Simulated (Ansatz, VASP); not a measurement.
## AgO2 in VASP and in Ansatz

```
Ag O
1.0
     3.62039    0.03912   -0.08217
     1.76328    3.13906    0.17069
     0.24173    1.32008    7.31547
Ag O
2 4
Direct
  0.25024 0.00001 0.74992
  0.74976 0.99999 0.25008
  0.02879 0.44076 0.09607
  0.97121 0.55924 0.90393
  0.47128 0.55942 0.40391
  0.52872 0.44058 0.59609
```

Change from the starting cell: species swapped into the CaC2 type (P-1, No. 2).

Alike in both runs: functional PBE; k mesh 5 × 5 × 3; occupations gaussian, width 0.2 eV; no spin polarisation.

Ansatz relaxed the structure, and its values are those at the end. VASP's run is a single point on that final structure, the one shown.

|  | VASP | Ansatz |
| --- | --- | --- |
| version | VASP 6.6.1 | Ansatz 0.2.0 |
| potentials or method | VASP PAW PBE potentials, release 64 (Ag_sv_GW, O), cutoff 700 eV | scalar-relativistic, plane waves, PAW |
| valence electrons in the cell | 62 | 62 |

```tsv
	VASP	Ansatz	Ansatz less VASP
gap on the k mesh at the Fermi level (eV)	none	none	-
pressure (GPa)	0.1	-0.1	-0.12
rms of the force components (eV/Å)	0.122	0.012	-0.1105
```

A gap of «none» marks a metal or a gap that the smearing closes. With one functional, cell and mesh, what is left measures potentials, basis and numerics.

The k mesh is coarse, so the values compare programs but aren't converged.
